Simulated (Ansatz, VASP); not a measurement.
## AlN: VASP beside Ansatz

The input INCAR:

```
PREC     = Accurate       # precision mode
ENCUT    = 520            # plane-wave cutoff, eV
EDIFF    = 1E-7           # SCF threshold, eV
ISMEAR   = -1             # smearing method
SIGMA    = 0.02           # smearing width, eV
LREAL    = F              # projectors in reciprocal space
LASPH    = T              # aspherical terms in the spheres
NELM     = 60             # most SCF steps
ALGO     = Normal         # electronic algorithm
ISIF     = 2              # what is computed and relaxed
LWAVE    = F              # write WAVECAR
LCHARG   = F              # write CHGCAR
GGA      = PE             # functional
NBANDS   = 11             # bands
```

The input KPOINTS:

```
Automatic mesh
0
Gamma
  10 10 10
```

The input POSCAR:

```
AlN
1.0
    0.0000000000      2.1848764125      2.1411788842
    2.1848764125      0.0000000000      2.1411788842
    2.1848764125      2.1848764125      0.0000000000
Al N
1 1
Direct
    0.0000000000      0.0000000000      0.0000000000
    0.2500000000      0.2500000000      0.2500000000
```

Input for Ansatz:

```yaml
crystal:
  lattice:
    - [0.0, 2.1848764125, 2.1411788842]
    - [2.1848764125, 0.0, 2.1411788842]
    - [2.1848764125, 2.1848764125, 0.0]
  atoms:
    - { symbol: Al, position: [0.0, 0.0, 0.0] }
    - { symbol: "N", position: [0.25, 0.25, 0.25] }
kpoints:
  mp_grid: { grid: [10, 10, 10] }
  band_path:
    path:
      - [0.0, 0.0, 0.0]
      - [-0.5, -0.5, 0.0]
      - [-0.375, -0.375, 0.25]
      - [-0.375, 0.0, 0.375]
      - [0.0, 0.0, 0.5]
      - [-0.5, -0.25, 0.25]
    npoints: 1
hamiltonian:
  xc: pbe
scf:
  occupations: { method: fermi_dirac, width: 0.02 }
  n_extra_bands: 4
output:
  forces: true
  stress: true
  eigenvalues: true
```

Change from the starting cell: uniaxial_z strain -2.0%.

Alike in both runs: task single point; functional PBE; k mesh 10 × 10 × 10; occupations fermi-dirac, width 0.02 eV; no spin polarisation.

|  | VASP | Ansatz |
| --- | --- | --- |
| version | VASP 6.6.1 | Ansatz 0.2.0 |
| potentials or method | VASP PAW PBE potentials, release 64 (Al, N) | plane waves, PAW |
| plane-wave cutoff (eV) | 520 | 420 |
| valence electrons in the cell | 8 | 8 |

Ansatz gave:

* gap on the k mesh at the Fermi level (eV): 3.22
* pressure (GPa): 9.0
* traceless stress, the component that is largest in VASP (GPa): 1.60

Which values does VASP return?

gap on the k mesh at the Fermi level (eV): 3.21; pressure (GPa): 8.7; traceless stress, the component that is largest in VASP (GPa): 1.61.
